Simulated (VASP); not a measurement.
Input of a VASP 6.6.1 run:

File INCAR:

```
SYSTEM = Re
  PREC = Accurate
  ENCUT = 520
  EDIFF = 1E-6
  ISMEAR = -1
  SIGMA = 0.05
  LREAL = .False.
  LASPH = .True.
  NELM = 80
  ALGO = Normal
  ISIF = 2
  LWAVE = .False.
  LCHARG = .False.
  GGA = PE
  NBANDS = 14
```

KPOINTS

```
regular mesh
0
Gamma
  14 14 8
  0 0 0
```

File POSCAR:

```
Re
1.0
    2.6539513089      0.0000000000      0.0000000000
   -1.3269756545      2.2983892539      0.0000000000
    0.0000000000      0.0000000000      4.2436285669
Re
2
Direct
    0.3333333333      0.6666666667      0.2500000000
    0.6666666667      0.3333333333      0.7500000000
```

Potentials or basis: VASP PAW PBE potentials, release 64 (Re).

Launch:

```bash
$ cat potpaw_PBE.64/Re/POTCAR > POTCAR
$ mpirun -np 1 vasp_std > vasp.out
```

Question: What does it give for the pressure?

Answer: 73.2 GPa.

Question: Estimate the band gap on the k mesh.

Answer: Zero (band 7 reaches 11.36 eV, above the bottom of band 8 at 7.40 eV).

Stress tensor (GPa, compression positive):
```
70.75  0.00  0.00
 0.00 70.75  0.00
 0.00  0.00 78.24
```

Caveat: spin-orbit coupling is left out, which moves the levels of the heavy elements.
